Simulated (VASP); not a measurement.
TaN: single point with r2SCAN

The system is TaN.

```xyz
2
Lattice="2.9364 0.0000 0.0000 -1.4682 2.5430 0.0000 0.0000 0.0000 2.8844" Properties=species:S:1:pos:R:3 pbc="T T T"
Ta    0.0000    0.0000    1.4422
N     1.4682    0.8477    0.0000
```

```json
{"Program": "VASP 6.6.1", "Task": "single point", "Functional": "r2SCAN", "Potentials or basis": "VASP PAW PBE potentials, release 64 (Ta_pv, N)", "Cutoff": "520 eV", "k mesh": "21 × 21 × 20", "Occupations": "fermi-dirac, width 0.15 eV", "Spin": "no spin polarisation", "Dipole correction": "no", "Further INCAR settings": "ALGO = Normal; EDIFF = 1e-07; NBANDS = 15"}
```

```yaml
Pressure: 1.6 GPa
Band_gap_on_the_k_mesh: zero (bands 8 and 9 overlap by 0.48 eV)
```

Stress tensor (GPa, compression positive):
```
1.49 0.00 0.00
0.00 1.49 0.00
0.00 0.00 1.73
```

Levels at points of the mesh, in eV from the Fermi level:
| k point | band 6 | band 7 | band 8 | band 9 | band 10 | band 11 |
| --- | --- | --- | --- | --- | --- | --- |
| (0.00, 0.00, 0.00) | -4.83 | -4.40 | -3.16 | 2.50 | 3.75 | 3.75 |
| (0.00, 0.00, 0.50) | -3.97 | -3.97 | -0.09 | -0.09 | 2.37 | 3.63 |

It took 11 min on 1 thread of Intel Xeon 8259CL, on a shared host, peak memory 0.29 GiB.

Caveat: the PAW data sets were made with another functional, which shifts forces and pressure a little; spin-orbit coupling is left out, which moves the levels of the heavy elements.
